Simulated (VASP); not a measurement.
# Al16Cl in VASP: a series of runs

Runs on Al16Cl. Level: PBE. Tasks: relaxation of the atoms.

Program: VASP 6.6.1. These are calculated values, not measurements. Logs are shortened: lines on timing, memory, paths and dates and some standing lists are left out, and cuts for length are marked.

### 1 The cell of the first run

The cell holds a slab with vacuum, 17 atoms: a = 5.714 Å, b = 8.080 Å, c = 19.743 Å, α = 90.00°, β = 90.00°, γ = 90.00°.

### 2 Relaxation of the atoms, PBE

Contents of INCAR:

```
SYSTEM = Al16Cl
ALGO = Normal
DIPOL = 0.5 0.5 0.321
EDIFF = 1E-6
EDIFFG = -0.025
ENCUT = 520
GGA = PE
IBRION = 2
IDIPOL = 3
ISIF = 2
ISMEAR = 0
KPAR = 4
LASPH = .True.
LCHARG = .False.
LDIPOL = .True.
LREAL = Auto
LWAVE = .False.
NELM = 100
NSW = 36
PREC = Accurate
SIGMA = 0.1
```

Contents of KPOINTS:

```
k-points
0
Gamma
  5 4 1
  0 0 0
```

Contents of POSCAR:

```
Al16Cl
1.0
    5.7135165838      0.0000000000      0.0000000000
    0.0000000000      8.0801326417      0.0000000000
    0.0000000000      0.0000000000     19.7432787023
Al Cl
16 1
Selective dynamics
Direct
    0.2500000000      0.2500000000      0.2026005944  F F F
    0.2500000000      0.7500000000      0.2026005944  F F F
    0.7500000000      0.2500000000      0.2026005944  F F F
    0.7500000000      0.7500000000      0.2026005944  F F F
    0.0000000000      0.0000000000      0.2749482104  F F F
    0.0000000000      0.5000000000      0.2749482104  F F F
    0.5000000000      0.0000000000      0.2749482104  F F F
    0.5000000000      0.5000000000      0.2749482104  F F F
    0.2500000000      0.2500000000      0.3495466405  F F F
    0.2500000000      0.7500000000      0.3495466405  F F F
    0.7500000000      0.2500000000      0.3495466405  F F F
    0.7500000000      0.7500000000      0.3495466405  F F F
    0.0000000000      0.0000000000      0.4175232912  F F F
    0.0000000000      0.5000000000      0.4175232912  F F F
    0.5000000000      0.0000000000      0.4175232912  F F F
    0.5000000000      0.5000000000      0.4175232912  F F F
    0.2500000000      0.2000000000      0.4860719150  F F T
```

Potentials or basis: VASP PAW PBE potentials, release 64 (Al, Cl).

Launch:

```sh
> cat potpaw_PBE.64/Al/POTCAR potpaw_PBE.64/Cl/POTCAR > POTCAR
> mpirun -np 4 vasp_std > vasp.out
```

OUTCAR:

```text
SYSTEM = Al16Cl
   EDIFF = 1E-6
   EDIFFG = -0.025
   ENCUT = 520
   GGA = PE
   IBRION = 2
   ISIF = 2
   ISMEAR = 0
   LASPH = .True.
   LREAL = Auto
   NELM = 100
   NSW = 36
   PREC = Accurate

 ion  position               nearest neighbor table
   1  0.250  0.250  0.203-   3 2.86   3 2.86   6 2.86   7 2.86   8 2.86   5 2.86   9 2.90
   2  0.250  0.750  0.203-   4 2.86   4 2.86   6 2.86   7 2.86   8 2.86   5 2.86  10 2.90
   3  0.750  0.250  0.203-   1 2.86   1 2.86   6 2.86   7 2.86   8 2.86   5 2.86  11 2.90
   4  0.750  0.750  0.203-   2 2.86   2 2.86   6 2.86   7 2.86   8 2.86   5 2.86  12 2.90
   5  0.000  0.000  0.275-  13 2.81   7 2.86   7 2.86   4 2.86   1 2.86   2 2.86   3 2.86  11 2.88
                            12 2.88   9 2.88  10 2.88
   6  0.000  0.500  0.275-  14 2.81   8 2.86   8 2.86   4 2.86   1 2.86   2 2.86   3 2.86  11 2.88
                            12 2.88   9 2.88  10 2.88
   7  0.500  0.000  0.275-  15 2.81   5 2.86   5 2.86   4 2.86   1 2.86   2 2.86   3 2.86  11 2.88
                            12 2.88   9 2.88  10 2.88
   8  0.500  0.500  0.275-  16 2.81   6 2.86   6 2.86   4 2.86   1 2.86   2 2.86   3 2.86  11 2.88
                            12 2.88   9 2.88  10 2.88
   9  0.250  0.250  0.350-  17 2.73  14 2.81  15 2.81  16 2.81  13 2.81  11 2.86  11 2.86   8 2.88
                             5 2.88   6 2.88   7 2.88   1 2.90
  10  0.250  0.750  0.350-  13 2.81  14 2.81  15 2.81  16 2.81  12 2.86  12 2.86   7 2.88   8 2.88
                             5 2.88   6 2.88   2 2.90
  11  0.750  0.250  0.350-  13 2.81  14 2.81  15 2.81  16 2.81   9 2.86   9 2.86   7 2.88   8 2.88
                             5 2.88   6 2.88   3 2.90
  12  0.750  0.750  0.350-  13 2.81  14 2.81  15 2.81  16 2.81  10 2.86  10 2.86   7 2.88   8 2.88
                             5 2.88   6 2.88   4 2.90
  13  0.000  0.000  0.418-  17 2.55  10 2.81  11 2.81  12 2.81   9 2.81   5 2.81  15 2.86  15 2.86

  14  0.000  0.500  0.418-   9 2.81  10 2.81  11 2.81  12 2.81   6 2.81  16 2.86  16 2.86
  15  0.500  0.000  0.418-  17 2.55  10 2.81  11 2.81  12 2.81   9 2.81   7 2.81  13 2.86  13 2.86

  16  0.500  0.500  0.418-   9 2.81  10 2.81  11 2.81  12 2.81   8 2.81  14 2.86  14 2.86
  17  0.250  0.200  0.486-  13 2.55  15 2.55   9 2.73

  LATTYP: Found a simple orthorhombic cell.
 ALAT       =     5.7135165838
 B/A-ratio  =     1.4142135624
 C/A-ratio  =     3.4555388810

  Lattice vectors:

 A1 = (   5.7135165838,   0.0000000000,   0.0000000000)
 A2 = (   0.0000000000,   8.0801326417,   0.0000000000)
 A3 = (   0.0000000000,   0.0000000000,  19.7432787023)

Analysis of symmetry for initial positions (statically):
=====================================================================
 Subroutine PRICEL returns:
 Original cell was already a primitive cell.

 Routine SETGRP: Setting up the symmetry group for a
 simple orthorhombic supercell.

 Subroutine GETGRP returns: Found  2 space group operations
 (whereof  1 operations were pure point group operations)
 out of a pool of  8 trial point group operations.

The static configuration has the point symmetry C_1 .
 The point group associated with its full space group is C_1h.

Analysis of symmetry for dynamics (positions and initial velocities):
=====================================================================
 Subroutine PRICEL returns:
 Original cell was already a primitive cell.

 Routine SETGRP: Setting up the symmetry group for a
 simple orthorhombic supercell.

 Subroutine GETGRP returns: Found  2 space group operations
 (whereof  1 operations were pure point group operations)
 out of a pool of  8 trial point group operations.

The dynamic configuration has the point symmetry C_1 .
 The point group associated with its full space group is C_1h.

Analysis of constrained symmetry for selective dynamics:
=====================================================================
 Subroutine PRICEL returns:
 Original cell was already a primitive cell.

 Routine SETGRP: Setting up the symmetry group for a
 simple orthorhombic supercell.

 Subroutine GETGRP returns: Found  2 space group operations
 (whereof  1 operations were pure point group operations)
 out of a pool of  8 trial point group operations.

The constrained configuration has the point symmetry C_1 .
 The point group associated with its full space group is C_1h.

 Subroutine INISYM returns: Found  2 space group operations
[... 71 lines left out ...]
  Length of vectors
     0.035004712  0.030940086  0.050650149

  Shift w.r.t. Gamma in fractional coordinates (k-lattice)
     0.000000000  0.000000000  0.000000000

 Subroutine IBZKPT returns following result:
 ===========================================

 Found      9 irreducible k-points:

 Following reciprocal coordinates:
            Coordinates               Weight
  0.000000  0.000000  0.000000      1.000000
  0.200000  0.000000  0.000000      2.000000
  0.400000  0.000000  0.000000      2.000000
  0.000000  0.250000  0.000000      2.000000
  0.200000  0.250000  0.000000      4.000000
  0.400000  0.250000  0.000000      4.000000
  0.000000  0.500000  0.000000      1.000000
  0.200000  0.500000  0.000000      2.000000
  0.400000  0.500000  0.000000      2.000000
   k-points           NKPTS =      9   k-points in BZ     NKDIM =      9   number of bands    NBANDS=     36
   number of dos      NEDOS =    301   number of ions     NIONS =     17
   total plane-waves  NPLWV = 378000
   dimension x,y,z NGX =    42 NGY =   60 NGZ =  150
   dimension x,y,z NGXF=    84 NGYF=  120 NGZF=  300
   ions per type =              16   1
   NGX,Y,Z   is equivalent  to a cutoff of  12.22, 12.34, 12.63 a.u.
   NGXF,Y,Z  is equivalent  to a cutoff of  24.44, 24.69, 25.26 a.u.
 SYSTEM =  Al16Cl
   PREC   = accura    normal or accurate (medium, high low for compatibility)
   ISTART =      0    job   : 0-new  1-cont  2-samecut
   ICHARG =      2    charge: 1-file 2-atom 10-const
   ISPIN  =      1    spin polarized calculation?
   LNONCOLLINEAR =      F non collinear calculations
   LSORBIT =      F    spin-orbit coupling
   LASPH  =      T    aspherical Exc in radial PAW
   ENCUT  =  520.0 eV  38.22 Ry    6.18 a.u.  10.62 15.02 36.71*2*pi/ulx,y,z
   NELM   =    100;   NELMIN=  2; NELMDL= -5     # of ELM steps
   EDIFF  = 0.1E-05   stopping-criterion for ELM
   LREAL  =      T    real-space projection
   EDIFFG = -.3E-01   stopping-criterion for IOM
   NSW    =     36    number of steps for IOM
   IBRION =      2    ionic relax: 0-MD 1-quasi-New 2-CG
   NFREE  =      1    steps in history (QN), initial steepest desc. (CG)
   ISIF   =      2    stress and relaxation
   ISYM   =      2    0-nonsym 1-usesym 2-fastsym
   POTIM  = 0.5000    time-step for ionic-motion
   TEBEG  =    0.0;   TEEND  =   0.0 temperature during run
   PSTRESS=    0.0 pullay stress
   NELECT =      55.0000    total number of electrons
   NUPDOWN=      -1.0000    fix difference up-down
   EMIN   =  10.00;   EMAX   =-10.00  energy-range for DOS
   EFERMI =   0.00;   METHOD = LEGACY
   ISMEAR =     0;   SIGMA  =   0.10  broadening in eV -4-tet -1-fermi 0-gaus
   EFERMI_NEDOS =   21; number of points for ismear=-14 and -15
   IALGO  =     38    algorithm
   IMIX   =      4    mixing-type and parameters
     AMIX     =   0.40;   BMIX     =  1.00
     AMIX_MAG =   1.60;   BMIX_MAG =  1.00
  volume/ion in A,a.u.               =      53.62       361.82
  Fermi-wavevector in a.u.,A,eV,Ry     =   0.642119  1.213428  5.609905  0.412316
  Thomas-Fermi vector in A             =   1.708683
   LORBIT       =      0    0 simple, 1 ext, 2 COOP (PROOUT), +10 PAW based schemes
   GGA     = PE    functional components
   LHFCALC =     F    Hartree Fock is set to
   AEXX    =    0.0000 exact exchange contribution
   IVDW    =     0    specifies the selected vdW correction
   LEPSILON=     F    determine dielectric tensor
   LRPA    =     F    only Hartree local field effects (RPA)
 conjugate gradient relaxation of ions
 non-spin polarized calculation
 Gauss-broadening in eV      SIGMA  =   0.10
  energy-cutoff  :      520.00
  volume of cell :      911.47
 maximum number of plane-waves:     24626
   NGX = 21   NGY = 31   NGZ = 73

 dipolmoment           0.000000      0.000000     -0.012785 electrons x Angstroem

--------------------------------------- Ionic step        1  -------------------------------------------

 number of electron      55.0000001 magnetization

 Free energy of the ion-electron system (eV)
  ---------------------------------------------------
  ext. energy  EPLUGINS =         0.00000000
  ---------------------------------------------------
  free energy    TOTEN  =       -57.74033440 eV

  energy without entropy =      -57.71792602  energy(sigma->0) =      -57.72913021

------------------------ aborting loop because EDIFF is reached ----------------------------------------

 vacuum level on the upper side and lower side of the slab       (xc-potential included)        -0.043        -0.095

  FORCE on cell =-STRESS in cart. coord.  units (eV):
  Direction    XX          YY          ZZ          XY          YZ          ZX
  --------------------------------------------------------------------------------------
  -------------------------------------------------------------------------------------
  Total      -13.6208062     -0.7308761      1.6401754      0.0000000     -0.5367771      0.0000000
  in kB      -23.9426456     -1.2847337      2.8830994      0.0000000     -0.9435464      0.0000000
  external PRESSURE =      -7.4480933 kB  Pullay stress =       0.0000000 kB
[... 242 lines left out ...]
--------------------------------------- Ionic step        6  -------------------------------------------

 number of electron      55.0000001 magnetization

 dipolmoment           0.000000      0.000000      0.162814 electrons x Angstroem

 Free energy of the ion-electron system (eV)
  ---------------------------------------------------
  ext. energy  EPLUGINS =         0.00000000
  ---------------------------------------------------
  free energy    TOTEN  =       -57.92667866 eV

  energy without entropy =      -57.89977529  energy(sigma->0) =      -57.91322697

 E-fermi :  -0.5758     XC(G=0):  -4.1891

 val. band max:       -0.6176531351   @ k =   0.0000   0.2500   0.0000
 cond. band min:      -0.5501375277   @ k =   0.0000   0.0000   0.0000
 fundamental gap:      0.0675156073
 Fermi energy:        -0.5758133316

 k-point     1 :       0.0000    0.0000    0.0000
  band No.  band energies     occupation
      1     -15.8291      2.00000
      2     -10.7869      2.00000
      3      -8.6450      2.00000
      4      -8.5426      2.00000
      5      -8.3615      2.00000
      6      -6.4245      2.00000
[... 340 lines left out ...]
     35       1.3600      0.00000
     36       1.6963      0.00000

------------------------ aborting loop because EDIFF is reached ----------------------------------------

 vacuum level on the upper side and lower side of the slab       (xc-potential included)         0.300        -0.318

  FORCE on cell =-STRESS in cart. coord.  units (eV):
  Direction    XX          YY          ZZ          XY          YZ          ZX
  --------------------------------------------------------------------------------------
  -------------------------------------------------------------------------------------
  Total      -15.2555613     -2.6668023      0.0526673      0.0000000     -0.7056877      0.0000000
  in kB      -26.8162172     -4.6877036      0.0925785      0.0000000     -1.2404574      0.0000000
  external PRESSURE =     -10.4704475 kB  Pullay stress =       0.0000000 kB
[... 32 lines left out ...]
  FREE ENERGIE OF THE ION-ELECTRON SYSTEM (eV)
  ---------------------------------------------------
  free  energy   TOTEN  =       -57.9266786559 eV

  energy  without entropy=      -57.8997752883  energy(sigma->0) =      -57.91322697

 reached required accuracy - stopping structural energy minimisation

 vacuum level on the upper side and lower side of the slab         4.208         3.596
```

It took 18 min on 4 MPI ranks of Intel Xeon Platinum 8259CL at 2.50GHz (Skylake/Cascade Lake), shared host; peak memory 0.97 GiB.

Results:

```yaml
Free_energy: -57.9267 eV
Energy_gained_by_relaxing: 11.0 meV/atom
Ionic_steps: 6
Band_gap_on_the_k_mesh: zero (an odd number of electrons rules out a gap without spin polarisation)
```

The path:
```
step  energy change (eV)  largest force on free atoms (eV/Å)  pressure (GPa)
   1              0.0000                              1.1059           -0.74
   2             -0.0540                              0.9187           -0.80
   3             -0.1587                              0.4013           -0.94
   4             -0.1463                              0.4294           -1.16
   5             -0.1861                              0.0355           -1.06
   6             -0.1863                              0.0025           -1.05
```

Final structure:
```
CELL_PARAMETERS angstrom
5.71352 0.00000 0.00000
0.00000 8.08013 0.00000
0.00000 0.00000 19.74328
ATOMIC_POSITIONS crystal
Al 0.25000 0.25000 0.20260
Al 0.25000 0.75000 0.20260
Al 0.75000 0.25000 0.20260
Al 0.75000 0.75000 0.20260
Al 0.00000 0.00000 0.27495
Al 0.00000 0.50000 0.27495
Al 0.50000 0.00000 0.27495
Al 0.50000 0.50000 0.27495
Al 0.25000 0.25000 0.34955
Al 0.25000 0.75000 0.34955
Al 0.75000 0.25000 0.34955
Al 0.75000 0.75000 0.34955
Al 0.00000 0.00000 0.41752
Al 0.00000 0.50000 0.41752
Al 0.50000 0.00000 0.41752
Al 0.50000 0.50000 0.41752
Cl 0.25000 0.20000 0.50408
```

Caveat: an odd number of electrons without spin polarisation forces a metal; a magnetic or distorted state may lie lower.

### 3 Relaxation of the atoms, PBE

Contents of INCAR:

```
PREC = Accurate ; ENCUT = 520
EDIFF = 1E-6 ; ISMEAR = 0
SIGMA = 0.1 ; LREAL = Auto
LASPH = True ; NELM = 100
ALGO = Normal ; ISIF = 2
LWAVE = False ; LCHARG = False
LDIPOL = True ; IDIPOL = 3
DIPOL = 0.5 0.5 0.324 ; GGA = PE
IBRION = 2 ; NSW = 36
EDIFFG = -0.025 ; KPAR = 4
```

Contents of KPOINTS:

```
regular mesh
0
Gamma
  5 4 1
```

Changes to POSCAR since step 2:

```diff
@@ -25,2 +25,2 @@
     0.5000000000      0.5000000000      0.4175232912  F F F
-    0.2500000000      0.2000000000      0.4860719150  F F T
+    0.0833333333      0.0000000000      0.5244350182  F F T
```

Potentials or basis: VASP PAW PBE potentials, release 64 (Al, Cl).

Launch:

```sh
> cat potpaw_PBE.64/Al/POTCAR potpaw_PBE.64/Cl/POTCAR > POTCAR
> mpirun -np 4 vasp_std > vasp.out
```

Wall time 15 min (4 MPI ranks of Intel Xeon Platinum 8175M at 2.50GHz (Skylake/Cascade Lake), shared host); peak memory 0.98 GiB.

It converged, with:

| Item | Value |
| --- | --- |
| Free energy | -58.5216 eV |
| Energy gained by relaxing | 0.2 meV/atom |
| Ionic steps | 4 |
| Band gap on the k mesh | zero (an odd number of electrons rules out a gap without spin polarisation) |

Step by step:
| step | energy change (eV) | largest force on free atoms (eV/Å) | pressure (GPa) |
| --- | --- | --- | --- |
| 1 | 0.0000 | 0.2438 | -0.93 |
| 2 | -0.0021 | 0.1179 | -0.95 |
| 3 | -0.0027 | 0.0387 | -0.97 |
| 4 | -0.0027 | 0.0026 | -0.97 |

Final structure:
```
Al Cl
1.0
     5.71352    0.00000    0.00000
     0.00000    8.08013    0.00000
     0.00000    0.00000   19.74328
Al Cl
16 1
Cartesian
  1.4284 2.0200 4.0000
  1.4284 6.0601 4.0000
  4.2851 2.0200 4.0000
  4.2851 6.0601 4.0000
  0.0000 0.0000 5.4284
  0.0000 4.0401 5.4284
  2.8568 0.0000 5.4284
  2.8568 4.0401 5.4284
  1.4284 2.0200 6.9012
  1.4284 6.0601 6.9012
  4.2851 2.0200 6.9012
  4.2851 6.0601 6.9012
  0.0000 0.0000 8.2433
  0.0000 4.0401 8.2433
  2.8568 0.0000 8.2433
  2.8568 4.0401 8.2433
  0.4761 0.0000 10.3770
```

Levels at points of the mesh, in eV from the Fermi level:
| k point | band 24 | band 25 | band 26 | band 27 | band 28 | band 29 | band 30 | band 31 | band 32 | band 33 |
| --- | --- | --- | --- | --- | --- | --- | --- | --- | --- | --- |
| (0.00, 0.00, 0.00) | -1.50 | -1.06 | -0.81 | -0.63 | -0.52 | -0.04 | 0.22 | 0.23 | 1.35 | 1.41 |
| (0.00, 0.50, 0.00) | -0.94 | -0.93 | -0.87 | -0.86 | -0.58 | 0.24 | 0.29 | 0.43 | 0.92 | 1.22 |

Caveat: an odd number of electrons without spin polarisation forces a metal; a magnetic or distorted state may lie lower.

The gap in the log of VASP goes by the Fermi energy; the results here count the filled bands.